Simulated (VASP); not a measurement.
Set up this calculation in VASP 6.6.1, as the native input.

- Task: single point
- Functional: PBE
- Potentials or basis: VASP PAW PBE potentials, release 64 (Eu, Sb)
- Cutoff: 520 eV
- k mesh: 8 × 8 × 8
- Occupations: gaussian, width 0.05 eV
- Spin: collinear spin, ferromagnetic start
- Starting moments: [7.72, 0.5] μB
- Hubbard terms: Eu f U = 6.0 eV
- Dipole correction: no
- Further INCAR settings: ALGO = Normal; EDIFF = 1e-06; NBANDS = 22

The structure of EuSb lies in POSCAR:

```
EuSb
1.0
    0.0000000000      3.7569094260      3.7569094260
    3.7569094260      0.0000000000      3.7569094260
    3.7569094260      3.7569094260      0.0000000000
Eu Sb
1 1
Direct
    0.0000000000      0.0000000000      0.0000000000
    0.2500000000      0.2500000000      0.2500000000
```

These files were run (other wordings do the same):

INCAR

```
  PREC = Accurate
  ENCUT = 520
  EDIFF = 1E-6
  ISMEAR = 0
  SIGMA = 0.05
  LREAL = F
  LASPH = T
  NELM = 150
  ALGO = Normal
  ISIF = 2
  LWAVE = F
  LCHARG = T
  ISPIN = 2
  MAGMOM = 7.72 0.5
  LORBIT = 11
  LMAXMIX = 6
  LDAU = T
  LDAUTYPE = 2
  LDAUL = 3 -1
  LDAUU = 6 0
  LDAUJ = 0 0
  LDAUPRINT = 1
  GGA = PE
  LELF = T
  LVHAR = T
  NBANDS = 22
```

KPOINTS

```
regular mesh
0
Gamma
  8 8 8
```

Potentials or basis: VASP PAW PBE potentials, release 64 (Eu, Sb).

Command:

```sh
$ cat potpaw_PBE.64/Eu/POTCAR potpaw_PBE.64/Sb/POTCAR > POTCAR
$ mpirun -np 1 vasp_std > vasp.out
```

Results of the run:

- Pressure: -0.2 GPa
- Band gap on the k mesh: zero (filled and empty bands overlap)
- Net moment: 8.00 μB per cell
- Site moments: Eu +6.81; Sb +0.29 μB
- Valence electrons inside the program's atomic spheres: Eu 14.87; Sb 2.46

Caveat: spin-orbit coupling is left out, which moves the levels of the heavy elements; a cell with one magnetic atom can't hold antiferromagnetic order, which such compounds often take.

It took 110 s on 1 thread of Intel(R) Xeon(R) 6975P-C (Granite Rapids) (shared host), peak memory 0.36 GiB.
